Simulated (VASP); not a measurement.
# As (R-3m) in VASP: further runs, part 2 of 2

VASP 6.6.1. Earlier steps stand in the parts before.

## (6) Single point, PBEsol (volume scaled by 1.02)

INCAR

```
ALGO     = Normal         # electronic algorithm
EDIFF    = 1E-6           # SCF threshold, eV
ENCUT    = 520            # plane-wave cutoff, eV
GGA      = PS             # functional
ISIF     = 2              # what is computed and relaxed
ISMEAR   = -1             # smearing method
LASPH    = T              # aspherical terms in the spheres
LCHARG   = F              # write CHGCAR
LREAL    = F              # projectors in reciprocal space
LWAVE    = F              # write WAVECAR
NBANDS   = 12             # bands
NELM     = 60             # most SCF steps
PREC     = Accurate       # precision mode
SIGMA    = 0.1            # smearing width, eV
```

KPOINTS

```
k-points
0
Gamma
  9 9 9
```

POSCAR

```
As
1.0
    1.8932528703      1.0930700543      3.5373346065
   -1.8932528703      1.0930700543      3.5373346065
    0.0000000000     -2.1861401086      3.5373346065
As
2
Direct
    0.2260000000      0.2260000000      0.2260000000
    0.7740000000      0.7740000000      0.7740000000
```

Potentials or basis: VASP PAW PBE potentials, release 64 (As).

Run with:

```sh
$ cat potpaw_PBE.64/As/POTCAR > POTCAR
$ mpirun -np 1 vasp_std > vasp.out
```

OUTCAR:

```text
EDIFF = 1E-6
   ENCUT = 520
   GGA = PS
   ISIF = 2
   ISMEAR = -1
   LASPH = T
   LREAL = F
   NELM = 60
   PREC = Accurate

 ion  position               nearest neighbor table
   1  0.226  0.226  0.226-   2 2.52   2 2.52   2 2.52
   2  0.774  0.774  0.774-   1 2.52   1 2.52   1 2.52

  LATTYP: Found a trigonal (rhomboedric) cell.
 ALAT       =     4.1583584132
 COS(alpha) =     0.5854247172

  Lattice vectors:

 A1 = (   1.8932528703,   1.0930700543,   3.5373346065)
 A2 = (  -1.8932528703,   1.0930700543,   3.5373346065)
 A3 = (   0.0000000000,  -2.1861401086,   3.5373346065)

Analysis of symmetry for initial positions (statically):
=====================================================================
 Subroutine PRICEL returns:
 Original cell was already a primitive cell.

 Routine SETGRP: Setting up the symmetry group for a
 trigonal (rhombohedral) supercell.

 Subroutine GETGRP returns: Found 12 space group operations
 (whereof 12 operations were pure point group operations)
 out of a pool of 12 trial point group operations.

The static configuration has the point symmetry D_3d.

Analysis of symmetry for dynamics (positions and initial velocities):
=====================================================================
 Subroutine PRICEL returns:
 Original cell was already a primitive cell.

 Routine SETGRP: Setting up the symmetry group for a
 trigonal (rhombohedral) supercell.

 Subroutine GETGRP returns: Found 12 space group operations
 (whereof 12 operations were pure point group operations)
 out of a pool of 12 trial point group operations.

The dynamic configuration has the point symmetry D_3d.

 Subroutine INISYM returns: Found 12 space group operations
 (whereof 12 operations are pure point group operations),
 and found     1 'primitive' translations

----------------------------------------------------------------------------------------

                                     Primitive cell

  volume of cell :      43.9222

  direct lattice vectors                    reciprocal lattice vectors
     1.893252870  1.093070054  3.537334606     0.264095731  0.152475741  0.094232910
    -1.893252870  1.093070054  3.537334606    -0.264095731  0.152475741  0.094232910
     0.000000000 -2.186140109  3.537334606     0.000000000 -0.304951482  0.094232910

  length of vectors
     4.158358413  4.158358413  4.158358413     0.319179022  0.319179022  0.319179022

  position of ions in fractional coordinates (direct lattice)
     0.226000000  0.226000000  0.226000000
     0.774000000  0.774000000  0.774000000

  ion indices of the primitive-cell ions
   primitive index   ion index
                 1           1
                 2           2

----------------------------------------------------------------------------------------

 KPOINTS: k-points

Automatic generation of k-mesh.
 Grid dimensions read from file:
 generate k-points for:    9    9    9

 Generating k-lattice:

  Cartesian coordinates                     Fractional coordinates (reciprocal lattice)
     0.029343970  0.016941749  0.010470323     0.111111111  0.000000000  0.000000000
    -0.029343970  0.016941749  0.010470323     0.000000000  0.111111111  0.000000000
     0.000000000 -0.033883498  0.010470323     0.000000000  0.000000000  0.111111111

  Length of vectors
     0.035464336  0.035464336  0.035464336

  Shift w.r.t. Gamma in fractional coordinates (k-lattice)
     0.000000000  0.000000000  0.000000000

 Subroutine IBZKPT returns following result:
 ===========================================

 Found     85 irreducible k-points:

 Following reciprocal coordinates:
            Coordinates               Weight
  0.000000  0.000000  0.000000      1.000000
  0.111111  0.000000  0.000000      6.000000
  0.222222  0.000000 -0.000000      6.000000
  0.333333 -0.000000 -0.000000      6.000000
  0.444444  0.000000 -0.000000      6.000000
  0.111111  0.111111  0.000000      6.000000
[... 16 lines left out ...]
 -0.333333  0.333333  0.000000      6.000000
  0.444444  0.444444 -0.000000      6.000000
 [... further k-points ...]
   k-points           NKPTS =     85   k-points in BZ     NKDIM =     85   number of bands    NBANDS=     12
   number of dos      NEDOS =    301   number of ions     NIONS =      2
   total plane-waves  NPLWV =  32768
   dimension x,y,z NGX =    32 NGY =   32 NGZ =   32
   dimension x,y,z NGXF=    64 NGYF=   64 NGZF=   64
   ions per type =               2
   NGX,Y,Z   is equivalent  to a cutoff of  12.79, 12.79, 12.79 a.u.
   NGXF,Y,Z  is equivalent  to a cutoff of  25.59, 25.59, 25.59 a.u.
 SYSTEM =  unknown system
   PREC   = accura    normal or accurate (medium, high low for compatibility)
   ISTART =      0    job   : 0-new  1-cont  2-samecut
   ICHARG =      2    charge: 1-file 2-atom 10-const
   ISPIN  =      1    spin polarized calculation?
   LNONCOLLINEAR =      F non collinear calculations
   LSORBIT =      F    spin-orbit coupling
   LASPH  =      T    aspherical Exc in radial PAW
   ENCUT  =  520.0 eV  38.22 Ry    6.18 a.u.   7.73  7.73  7.73*2*pi/ulx,y,z
   NELM   =     60;   NELMIN=  2; NELMDL= -5     # of ELM steps
   EDIFF  = 0.1E-05   stopping-criterion for ELM
   LREAL  =      F    real-space projection
   EDIFFG = 0.1E-04   stopping-criterion for IOM
   NSW    =      0    number of steps for IOM
   IBRION =     -1    ionic relax: 0-MD 1-quasi-New 2-CG
   NFREE  =      0    steps in history (QN), initial steepest desc. (CG)
   ISIF   =      2    stress and relaxation
   ISYM   =      2    0-nonsym 1-usesym 2-fastsym
   POTIM  = 0.5000    time-step for ionic-motion
   TEBEG  =    0.0;   TEEND  =   0.0 temperature during run
   PSTRESS=    0.0 pullay stress
   NELECT =      10.0000    total number of electrons
   NUPDOWN=      -1.0000    fix difference up-down
   EMIN   =  10.00;   EMAX   =-10.00  energy-range for DOS
   EFERMI =   0.00;   METHOD = LEGACY
   ISMEAR =    -1;   SIGMA  =   0.10  broadening in eV -4-tet -1-fermi 0-gaus
   EFERMI_NEDOS =   21; number of points for ismear=-14 and -15
   IALGO  =     38    algorithm
   IMIX   =      4    mixing-type and parameters
     AMIX     =   0.40;   BMIX     =  1.00
     AMIX_MAG =   1.60;   BMIX_MAG =  1.00
  volume/ion in A,a.u.               =      21.96       148.20
  Fermi-wavevector in a.u.,A,eV,Ry     =   0.999647  1.889060 13.596232  0.999295
  Thomas-Fermi vector in A             =   2.131951
   LORBIT       =      0    0 simple, 1 ext, 2 COOP (PROOUT), +10 PAW based schemes
   GGA     = PS    functional components
   LHFCALC =     F    Hartree Fock is set to
   AEXX    =    0.0000 exact exchange contribution
   IVDW    =     0    specifies the selected vdW correction
   LEPSILON=     F    determine dielectric tensor
   LRPA    =     F    only Hartree local field effects (RPA)
 non-spin polarized calculation
  energy-cutoff  :      520.00
  volume of cell :       43.92
 maximum number of plane-waves:      1198
   NGX = 15   NGY = 15   NGZ = 15

 number of electron      10.0000000 magnetization

 number of electron       9.9999999 magnetization

 Free energy of the ion-electron system (eV)
  ---------------------------------------------------
  ext. energy  EPLUGINS =         0.00000000
  ---------------------------------------------------
  free energy    TOTEN  =       -10.20653310 eV

  energy without entropy =      -10.20045354  energy(sigma->0) =      -10.20349332

 E-fermi :   5.1219     XC(G=0): -10.0217

 val. band max:        5.1018173665   @ k =   0.4444   0.3333   0.3333
 cond. band min:       5.3126017810   @ k =   0.4444   0.1111   0.1111
 fundamental gap:      0.2107844145
 Fermi energy:         5.1219112856

 k-point     1 :       0.0000    0.0000    0.0000
  band No.  band energies     occupation
      1      -9.7868      2.00000
      2      -0.7647      2.00000
      3       2.6980      2.00000
      4       3.1259      2.00000
      5       3.1259      2.00000
      6       6.6731      0.00000
      7       7.9745      0.00000
      8       7.9745      0.00000
      9      11.9536      0.00000
     10      11.9536      0.00000
     11      12.4331      0.00000
     12      13.8575      0.00000
[... 331 lines left out ...]
 k-point    24 :       0.4444    0.4444   -0.0000
  band No.  band energies     occupation
      1      -7.2600      2.00000
      2      -4.4152      2.00000
      3      -0.6367      2.00000
      4       1.1002      2.00000
      5       1.1084      2.00000
      6       6.5658      0.00000
      7      10.3989      0.00000
      8      11.7433      0.00000
      9      11.8320      0.00000
     10      15.5261      0.00000
     11      16.3336      0.00000
     12      17.6780      0.00000

 [... further k-points ...]
[... 5 lines left out ...]
  --------------------------------------------------------------------------------------
  -------------------------------------------------------------------------------------
  Total       -0.1966333     -0.1966333     -0.2883415      0.0000000      0.0000000      0.0000000
  in kB       -7.1727177     -7.1727177    -10.5180148      0.0000000      0.0000000      0.0000000
  external PRESSURE =      -8.2878167 kB  Pullay stress =       0.0000000 kB

 VOLUME and BASIS-vectors are now :
 -----------------------------------------------------------------------------
  energy-cutoff  :      520.00
  volume of cell :       43.92
      direct lattice vectors                 reciprocal lattice vectors
     1.893252870  1.093070054  3.537334606     0.264095731  0.152475741  0.094232910
    -1.893252870  1.093070054  3.537334606    -0.264095731  0.152475741  0.094232910
     0.000000000 -2.186140109  3.537334606     0.000000000 -0.304951482  0.094232910

 POSITION                                       TOTAL-FORCE (eV/Angst)
 -----------------------------------------------------------------------------------
      0.00000      0.00000      2.39831         0.000000     -0.000000      0.300033
      0.00000      0.00000      8.21369         0.000000      0.000000     -0.300033
 -----------------------------------------------------------------------------------
    total drift:                               -0.000000     -0.000000      0.000000

  FREE ENERGIE OF THE ION-ELECTRON SYSTEM (eV)
  ---------------------------------------------------
  free  energy   TOTEN  =       -10.2065330958 eV

  energy  without entropy=      -10.2004535401  energy(sigma->0) =      -10.20349332
```

Wall time 71 s (1 thread of Intel Xeon 6975P-C, shared host); peak memory 0.16 GiB.

Results:

* Free energy: -10.2065 eV
* Pressure: -0.8 GPa
* Largest force: 0.300 eV/Å
* Band gap on the k mesh: zero (band 5 reaches 5.10 eV, above the bottom of band 6 at 5.00 eV)

Forces in eV/Å, atoms in the order of the input:
```
As   0.000  0.000  0.300
As   0.000  0.000 -0.300
```

Caveat: the PAW data sets were made with another functional, which shifts forces and pressure a little.

## (7) Summary

```tsv
cell	gap on the mesh (eV)	pressure (GPa)	largest force (eV/Å)
a = 4.047 Å, angles 54.2°, 2 atoms	none	6.3	0.92
a = 4.075 Å, angles 54.2°, 2 atoms	none	4.3	0.75
a = 4.103 Å, angles 54.2°, 2 atoms	none	2.4	0.59
a = 4.131 Å, angles 54.2°, 2 atoms	none	0.7	0.44
a = 4.158 Å, angles 54.2°, 2 atoms	none	-0.8	0.30
```

Alike in all rows: task single point; level PBEsol; potentials or basis VASP PAW PBE potentials, release 64 (As); no spin polarisation; k mesh 9 × 9 × 9; cutoff (eV) 520; smearing fermi-dirac 0.1 eV.

Caveats: the PAW data sets were made with another functional, which shifts forces and pressure a little.

Total energies depend on the potentials used, so only differences within one code and one set of settings carry meaning.
